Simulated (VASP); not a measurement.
Set up this calculation in VASP 6.6.1, as the native input.

| Property | Result |
| --- | --- |
| Task | single point |
| Functional | PBE |
| Potentials or basis | VASP PAW PBE potentials, release 64 (Na_pv, Ru_pv) |
| Cutoff | 520 eV |
| k mesh | 6 × 4 × 4 |
| Occupations | gaussian, width 0.1 eV |
| Spin | no spin polarisation |
| Dipole correction | no |
| Further INCAR settings | ALGO = Normal; EDIFF = 1e-07; NBANDS = 21 |

The structure of Na2Ru lies in POSCAR:

```
Na2Ru
1.0
    2.7548612499      0.0000000000      0.0000000000
    0.0000000000      2.6515587379      0.0000000000
    0.0000000000      0.0000000000      8.2820123556
Na Ru
2 1
Direct
    0.0000000000      0.0000000000      0.7913705494
    0.0000000000      0.0000000000      0.2086294506
    0.5000000000      0.5000000000      0.5000000000
```

This cell differs from its parent crystal: atoms taken out.

These files were run (other wordings do the same):

INCAR

```
  ALGO = Normal
  EDIFF = 1E-7
  ENCUT = 520
  GGA = PE
  ISIF = 2
  ISMEAR = 0
  LASPH = T
  LCHARG = F
  LREAL = F
  LWAVE = F
  NBANDS = 21
  NELM = 60
  PREC = Accurate
  SIGMA = 0.1
```

KPOINTS

```
k-points
0
Gamma
  6 4 4
```

Potentials or basis: VASP PAW PBE potentials, release 64 (Na_pv, Ru_pv).

Command:

```console
$ cat potpaw_PBE.64/Na_pv/POTCAR potpaw_PBE.64/Ru_pv/POTCAR > POTCAR
$ mpirun -np 1 vasp_std > vasp.out
```

Results of the run:

| Quantity | Value |
| --- | --- |
| Pressure | 0.0 GPa |
| Band gap on the k mesh | zero (bands 14 and 15 overlap by 3.09 eV) |

Caveat: the k points lie up to 0.59 Å⁻¹ apart, too coarse for converged energies and pressures of a metal; the cell differs from its parent crystal (atoms taken out).

Run time: 15 s on 1 thread of Intel(R) Xeon(R) 6975P-C (Granite Rapids) (shared host), peak memory 0.18 GiB.
